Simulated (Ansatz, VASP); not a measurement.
Given: the input of a run of Ansatz 0.2.0 on Ca.

File input.yaml:

```yaml
crystal:
  lattice:
    - [-2.24, 2.24, 2.24]
    - [2.24, -2.24, 2.24]
    - [2.24, 2.24, -2.24]
  atoms:
    - { symbol: Ca, position: [0.0, 0.0, 0.0] }
kpoints:
  mp_grid: { grid: [8, 8, 8] }
scf:
  occupations: { method: fermi_dirac, width: 0.05 }
hamiltonian:
  xc: rpbe
  pseudopotentials: { kind: all_electron, lapw: { basis_error: 0.001 } }
output:
  forces: true
  stress: true
relax:
  f_tol: 0.01
  max_steps: 60
  cell: {}
```

Potentials or basis: all-electron LAPW, scalar-relativistic.

The run is started by

```console
$ ansatz run input.yaml --threads 1 --pin off --max-ram 3072MiB --backend cpu --events-out ev --progress --plain --runs-dir out
```

**Question.** Translate it to VASP 6.6.1. Potentials there: VASP PAW PBE potentials, release 64 (Ca_sv).

**Answer.** As run (the cutoff follows the program's own potentials):

INCAR

```
ALGO = Normal
EDIFF = 1E-6
EDIFFG = -0.01
ENCUT = 600
GGA = RP
IBRION = 2
ISIF = 3
ISMEAR = -1
LASPH = True
LCHARG = False
LREAL = False
LWAVE = False
NELM = 60
NSW = 80
PREC = Accurate
SIGMA = 0.05
```

Contents of KPOINTS:

```
k-points
0
Gamma
  8 8 8
```

POSCAR

```
Ca
1.0
   -2.2400000000      2.2400000000      2.2400000000
    2.2400000000     -2.2400000000      2.2400000000
    2.2400000000      2.2400000000     -2.2400000000
Ca
1
Direct
    0.0000000000      0.0000000000      0.0000000000
```

Potentials or basis: VASP PAW PBE potentials, release 64 (Ca_sv).

The run is started by

```sh
$ cat potpaw_PBE.64/Ca_sv/POTCAR > POTCAR
$ mpirun -np 1 vasp_std > vasp.out
```

Both were run:

|  | VASP | Ansatz | Ansatz less VASP |
| --- | --- | --- | --- |
| relaxed volume (Å³/atom) | 44.60 | 44.53 | -0.069 |
| relaxed cell length with the largest relative difference (Å) | 3.869 | 3.868 | -0.0020 |

VASP's potentials were made for PBE, not for RPBE. Ansatz ran all-electron here, and VASP with PAW potentials.
